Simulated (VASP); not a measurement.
# KMgBr3 (Cmmm) in VASP: single point with r2SCAN

Aim: the single point of KMgBr3 with r2SCAN.

Everything below comes from runs of VASP 6.6.1. Logs are shortened: lines on timing, memory, paths and dates and some standing lists are left out, and cuts for length are marked.

### Step 1. The cell of the first run

It takes space group Cmmm (No. 65, orthorhombic). The conventional cell has a = 7.387 Å, b = 7.612 Å, c = 5.303 Å, α = 90.00°, β = 90.00°, γ = 90.00°. Within 4.9 Å of K (site symmetry mmm) lie 12 Br at 3.69 to 3.81 Å and 8 Mg at 4.55 to 4.64 Å. Mg (site symmetry mmm) has 6 Br at 2.65 Å within 3.5 Å. Br (site symmetry mmm) has 2 Mg at 2.65 Å within 3.5 Å. Br (site symmetry 2/m) has 2 Mg at 2.65 Å within 3.5 Å.

### Step 2. Single point, r2SCAN (shear xy strain -3.0%)

File POSCAR:

```
KMgBr3
1.0
    5.3031670886     -0.0795475063      0.0000000000
   -0.0795475063      5.3031670886      0.0000000000
    0.0000000000      0.0000000000      5.3031670886
K Mg Br
1 1 3
Direct
    0.0000000000      0.0000000000      0.0000000000
    0.5000000000      0.5000000000      0.5000000000
    0.5000000000      0.5000000000      0.0000000000
    0.5000000000      0.0000000000      0.5000000000
    0.0000000000      0.5000000000      0.5000000000
```

File INCAR.step1:

```
ALGO = Normal
EDIFF = 1E-4
ENCUT = 520
GGA = PE
ISMEAR = 0
LASPH = True
LCHARG = False
LREAL = False
LWAVE = True
NBANDS = 24
NELM = 100
PREC = Accurate
SIGMA = 0.01
```

File INCAR.step2:

```
ALGO = Normal
EDIFF = 1E-7
ENCUT = 520
ISIF = 2
ISMEAR = 0
ISTART = 1
LASPH = True
LCHARG = False
LMIXTAU = True
LREAL = False
LWAVE = False
METAGGA = R2SCAN
NBANDS = 24
NELM = 100
PREC = Accurate
SIGMA = 0.01
```

File KPOINTS:

```
k-points
0
Gamma
  6 6 6
```

Potentials or basis: VASP PAW PBE potentials, release 64 (K_sv, Mg, Br).

Launch:

```
cat potpaw_PBE.64/K_sv/POTCAR potpaw_PBE.64/Mg/POTCAR potpaw_PBE.64/Br/POTCAR > POTCAR
cp INCAR.step1 INCAR
mpirun -np 1 vasp_std > vasp.out
cp INCAR.step2 INCAR
mpirun -np 1 vasp_std > vasp.out
```

OUTCAR:

```text
EDIFF = 1E-7
   ENCUT = 520
   ISIF = 2
   ISMEAR = 0
   ISTART = 1
   LASPH = True
   LREAL = False
   METAGGA = R2SCAN
   NELM = 100
   PREC = Accurate

 ion  position               nearest neighbor table
   1  0.000  0.000  0.000-
   2  0.500  0.500  0.500-   3 2.65   3 2.65   5 2.65   4 2.65   4 2.65   5 2.65
   3  0.500  0.500  0.000-   2 2.65   2 2.65
   4  0.500  0.000  0.500-   2 2.65   2 2.65
   5  0.000  0.500  0.500-   2 2.65   2 2.65

  LATTYP: Found a base centered orthorhombic cell.
 ALAT       =     7.3873136580
 B/A-ratio  =     1.0304568528
 C/A-ratio  =     0.7178749048

  Lattice vectors:

 A1 = (   5.3031670886,  -0.0795475063,   0.0000000000)
 A2 = (  -0.0795475063,   5.3031670886,   0.0000000000)
 A3 = (   0.0000000000,   0.0000000000,   5.3031670886)

Analysis of symmetry for initial positions (statically):
=====================================================================
 Subroutine PRICEL returns:
 Original cell was already a primitive cell.

 Routine SETGRP: Setting up the symmetry group for a
 base centered orthorhombic supercell.

 Subroutine GETGRP returns: Found  8 space group operations
 (whereof  8 operations were pure point group operations)
 out of a pool of  8 trial point group operations.

The static configuration has the point symmetry D_2h.

Analysis of symmetry for dynamics (positions and initial velocities):
=====================================================================
 Subroutine PRICEL returns:
 Original cell was already a primitive cell.

 Routine SETGRP: Setting up the symmetry group for a
 base centered orthorhombic supercell.

 Subroutine GETGRP returns: Found  8 space group operations
 (whereof  8 operations were pure point group operations)
 out of a pool of  8 trial point group operations.

The dynamic configuration has the point symmetry D_2h.

 Subroutine INISYM returns: Found  8 space group operations
 (whereof  8 operations are pure point group operations),
 and found     1 'primitive' translations

----------------------------------------------------------------------------------------

                                     Primitive cell

  volume of cell :     149.1105

  direct lattice vectors                    reciprocal lattice vectors
     5.303167089 -0.079547506  0.000000000     0.188609002  0.002829135  0.000000000
    -0.079547506  5.303167089  0.000000000     0.002829135  0.188609002  0.000000000
     0.000000000  0.000000000  5.303167089     0.000000000  0.000000000  0.188566565

  length of vectors
     5.303763661  5.303763661  5.303167089     0.188630219  0.188630219  0.188566565

  position of ions in fractional coordinates (direct lattice)
     0.000000000  0.000000000  0.000000000
     0.500000000  0.500000000  0.500000000
     0.500000000  0.500000000  0.000000000
     0.500000000  0.000000000  0.500000000
     0.000000000  0.500000000  0.500000000

  ion indices of the primitive-cell ions
   primitive index   ion index
                 1           1
                 2           2
                 3           3
                 4           4
                 5           5

----------------------------------------------------------------------------------------

 KPOINTS: k-points

Automatic generation of k-mesh.
 Grid dimensions read from file:
 generate k-points for:    6    6    6

 Generating k-lattice:

  Cartesian coordinates                     Fractional coordinates (reciprocal lattice)
     0.031434834  0.000471523  0.000000000     0.166666667  0.000000000  0.000000000
     0.000471523  0.031434834  0.000000000     0.000000000  0.166666667  0.000000000
     0.000000000  0.000000000  0.031427761     0.000000000  0.000000000  0.166666667

  Length of vectors
     0.031438370  0.031438370  0.031427761

  Shift w.r.t. Gamma in fractional coordinates (k-lattice)
     0.000000000  0.000000000  0.000000000

 Subroutine IBZKPT returns following result:
 ===========================================

 Found     52 irreducible k-points:

 Following reciprocal coordinates:
            Coordinates               Weight
  0.000000  0.000000  0.000000      1.000000
  0.166667 -0.000000  0.000000      4.000000
  0.333333 -0.000000  0.000000      4.000000
  0.500000 -0.000000  0.000000      2.000000
  0.166667  0.166667  0.000000      2.000000
  0.333333  0.166667  0.000000      4.000000
[... 16 lines left out ...]
  0.333333  0.333333  0.166667      4.000000
  0.500000  0.333333  0.166667      8.000000
 [... further k-points ...]
   k-points           NKPTS =     52   k-points in BZ     NKDIM =     52   number of bands    NBANDS=     24
   number of dos      NEDOS =    301   number of ions     NIONS =      5
   total plane-waves  NPLWV =  64000
   dimension x,y,z NGX =    40 NGY =   40 NGZ =   40
   dimension x,y,z NGXF=    80 NGYF=   80 NGZF=   80
   ions per type =               1   1   3
   NGX,Y,Z   is equivalent  to a cutoff of  12.54, 12.54, 12.54 a.u.
   NGXF,Y,Z  is equivalent  to a cutoff of  25.08, 25.08, 25.08 a.u.
 SYSTEM =  unknown system
   PREC   = accura    normal or accurate (medium, high low for compatibility)
   ISTART =      1    job   : 0-new  1-cont  2-samecut
   ICHARG =      0    charge: 1-file 2-atom 10-const
   ISPIN  =      1    spin polarized calculation?
   LNONCOLLINEAR =      F non collinear calculations
   LSORBIT =      F    spin-orbit coupling
   LASPH  =      T    aspherical Exc in radial PAW
   ENCUT  =  520.0 eV  38.22 Ry    6.18 a.u.   9.86  9.86  9.86*2*pi/ulx,y,z
   NELM   =    100;   NELMIN=  2; NELMDL=  0     # of ELM steps
   EDIFF  = 0.1E-06   stopping-criterion for ELM
   LREAL  =      F    real-space projection
   EDIFFG = 0.1E-05   stopping-criterion for IOM
   NSW    =      0    number of steps for IOM
   IBRION =     -1    ionic relax: 0-MD 1-quasi-New 2-CG
   NFREE  =      0    steps in history (QN), initial steepest desc. (CG)
   ISIF   =      2    stress and relaxation
   ISYM   =      2    0-nonsym 1-usesym 2-fastsym
   POTIM  = 0.5000    time-step for ionic-motion
   TEBEG  =    0.0;   TEEND  =   0.0 temperature during run
   PSTRESS=    0.0 pullay stress
   NELECT =      32.0000    total number of electrons
   NUPDOWN=      -1.0000    fix difference up-down
   EMIN   =  10.00;   EMAX   =-10.00  energy-range for DOS
   EFERMI =   0.00;   METHOD = LEGACY
   ISMEAR =     0;   SIGMA  =   0.01  broadening in eV -4-tet -1-fermi 0-gaus
   EFERMI_NEDOS =   21; number of points for ismear=-14 and -15
   IALGO  =     38    algorithm
   IMIX   =      4    mixing-type and parameters
     AMIX     =   0.40;   BMIX     =  1.00
     AMIX_MAG =   1.60;   BMIX_MAG =  1.00
  volume/ion in A,a.u.               =      29.82       201.25
  Fermi-wavevector in a.u.,A,eV,Ry     =   0.980141  1.852199 13.070808  0.960677
  Thomas-Fermi vector in A             =   2.111049
   LORBIT       =      0    0 simple, 1 ext, 2 COOP (PROOUT), +10 PAW based schemes
   METAGGA = R2SCAN    functional components
   LHFCALC =     F    Hartree Fock is set to
   AEXX    =    0.0000 exact exchange contribution
   IVDW    =     0    specifies the selected vdW correction
   LEPSILON=     F    determine dielectric tensor
   LRPA    =     F    only Hartree local field effects (RPA)
 non-spin polarized calculation
 Gauss-broadening in eV      SIGMA  =   0.01
  energy-cutoff  :      520.00
  volume of cell :      149.11
 maximum number of plane-waves:      4042
   NGX = 19   NGY = 19   NGZ = 19

 number of electron      31.9999990 magnetization

 Free energy of the ion-electron system (eV)
  ---------------------------------------------------
  ext. energy  EPLUGINS =         0.00000000
  ---------------------------------------------------
  free energy    TOTEN  =       -58.84954633 eV

  energy without entropy =      -58.84954633  energy(sigma->0) =      -58.84954633

 E-fermi :  -0.3024     XC(G=0):  -8.3933

 val. band max:       -0.3899026348   @ k =   0.5000   0.5000   0.5000
 cond. band min:       3.1614019593   @ k =   0.0000   0.0000   0.0000
 fundamental gap:      3.5513045940
 Fermi energy:        -0.3023901017

 k-point     1 :       0.0000    0.0000    0.0000
  band No.  band energies     occupation
      1     -30.3383      2.00000
      2     -14.6906      2.00000
      3     -13.8976      2.00000
      4     -13.8921      2.00000
      5     -13.0357      2.00000
      6     -13.0357      2.00000
[... 16 lines left out ...]
     23       6.8268      0.00000
     24       9.6962      0.00000

 k-point     2 :       0.1667   -0.0000    0.0000
  band No.  band energies     occupation
      1     -30.3383      2.00000
      2     -14.6518      2.00000
      3     -13.9469      2.00000
      4     -13.8946      2.00000
      5     -13.0352      2.00000
      6     -13.0350      2.00000
[... 16 lines left out ...]
     23       7.1539      0.00000
     24       9.4644      0.00000

 k-point     3 :       0.3333   -0.0000    0.0000
  band No.  band energies     occupation
      1     -30.3381      2.00000
      2     -14.5529      2.00000
      3     -14.0719      2.00000
      4     -13.8915      2.00000
      5     -13.0341      2.00000
      6     -13.0337      2.00000
[... 16 lines left out ...]
     23       8.0184      0.00000
     24       8.7218      0.00000

 k-point     4 :       0.5000   -0.0000    0.0000
  band No.  band energies     occupation
      1     -30.3381      2.00000
      2     -14.4790      2.00000
      3     -14.1577      2.00000
      4     -13.8899      2.00000
      5     -13.0336      2.00000
      6     -13.0331      2.00000
[... 16 lines left out ...]
     23       8.5053      0.00000
     24       9.0072      0.00000

 k-point     5 :       0.1667    0.1667    0.0000
  band No.  band energies     occupation
      1     -30.3382      2.00000
      2     -14.6104      2.00000
      3     -13.9750      2.00000
      4     -13.9200      2.00000
      5     -13.0347      2.00000
      6     -13.0277      2.00000
[... 451 lines left out ...]
 k-point    22 :      -0.1667    0.1667    0.1667
  band No.  band energies     occupation
      1     -30.3381      2.00000
      2     -14.5791      2.00000
      3     -13.9695      2.00000
      4     -13.9550      2.00000
      5     -13.0314      2.00000
      6     -13.0297      2.00000
[... 16 lines left out ...]
     23       7.6491      0.00000
     24       9.2347      0.00000

 k-point    23 :       0.3333    0.3333    0.1667
  band No.  band energies     occupation
      1     -30.3379      2.00000
      2     -14.3740      2.00000
      3     -14.1219      2.00000
      4     -14.0147      2.00000
      5     -13.0343      2.00000
      6     -13.0229      2.00000
[... 16 lines left out ...]
     23       8.5948      0.00000
     24       9.0765      0.00000

 k-point    24 :       0.5000    0.3333    0.1667
  band No.  band energies     occupation
      1     -30.3378      2.00000
      2     -14.3023      2.00000
      3     -14.1638      2.00000
      4     -14.0378      2.00000
      5     -13.0364      2.00000
      6     -13.0204      2.00000
[... 16 lines left out ...]
     23       8.4329      0.00000
     24       8.9714      0.00000

 [... further k-points ...]
[... 5 lines left out ...]
  --------------------------------------------------------------------------------------
  -------------------------------------------------------------------------------------
  Total       -0.0925992     -0.0925992     -0.1127374      0.4428755      0.0000000      0.0000000
  in kB       -0.9949696     -0.9949696     -1.2113518      4.7586529      0.0000000      0.0000000
  external PRESSURE =      -1.0670970 kB  Pullay stress =       0.0000000 kB

 VOLUME and BASIS-vectors are now :
 -----------------------------------------------------------------------------
  energy-cutoff  :      520.00
  volume of cell :      149.11
      direct lattice vectors                 reciprocal lattice vectors
     5.303167089 -0.079547506  0.000000000     0.188609002  0.002829135  0.000000000
    -0.079547506  5.303167089  0.000000000     0.002829135  0.188609002  0.000000000
     0.000000000  0.000000000  5.303167089     0.000000000  0.000000000  0.188566565

 POSITION                                       TOTAL-FORCE (eV/Angst)
 -----------------------------------------------------------------------------------
      0.00000      0.00000      0.00000        -0.000000      0.000000      0.000000
      2.61181      2.61181      2.65158         0.000000      0.000000      0.000000
      2.61181      2.61181      0.00000         0.000000      0.000000      0.000000
      2.65158     -0.03977      2.65158        -0.000000      0.000000      0.000000
     -0.03977      2.65158      2.65158        -0.000000      0.000000      0.000000
 -----------------------------------------------------------------------------------
    total drift:                                0.000000     -0.000000     -0.000000

  FREE ENERGIE OF THE ION-ELECTRON SYSTEM (eV)
  ---------------------------------------------------
  free  energy   TOTEN  =       -58.8495463290 eV

  energy  without entropy=      -58.8495463290  energy(sigma->0) =      -58.84954633
```

Wall time 7.5 min (1 thread of AMD EPYC 9R14 (Zen 4), shared host); peak memory 0.35 GiB.

What came out:

- Free energy: -58.8495 eV
- Pressure: -0.1 GPa
- Band gap on the k mesh: 3.55 eV (least direct gap 3.99 eV)

Stress tensor (GPa, compression positive):
```
-0.10  0.48  0.00
 0.48 -0.10  0.00
 0.00  0.00 -0.12
```

Levels at points of the mesh, in eV from the valence-band top:
| k point | band 14 | band 15 | band 16 | band 17 | band 18 | band 19 |
| --- | --- | --- | --- | --- | --- | --- |
| (0.00, 0.00, 0.00) | -0.57 | -0.52 | -0.43 | 3.55 | 4.96 | 6.66 |
| (0.50, 0.00, 0.00) | -1.08 | -0.67 | -0.67 | 5.77 | 6.94 | 7.00 |
| (0.50, 0.50, 0.00) | -1.26 | -1.18 | -0.02 | 7.53 | 7.71 | 7.75 |
| (0.00, 0.00, 0.50) | -1.08 | -0.80 | -0.54 | 5.77 | 6.92 | 7.00 |
| (0.50, 0.00, 0.50) | -1.30 | -1.18 | -0.04 | 7.61 | 7.62 | 7.75 |
| (0.50, 0.50, 0.50) | -0.03 | -0.01 | 0.00 | 6.01 | 6.32 | 6.43 |

Caveat: the cell differs from its parent crystal (shear xy strain -3.0%); the PAW data sets were made with another functional, which shifts forces and pressure a little.
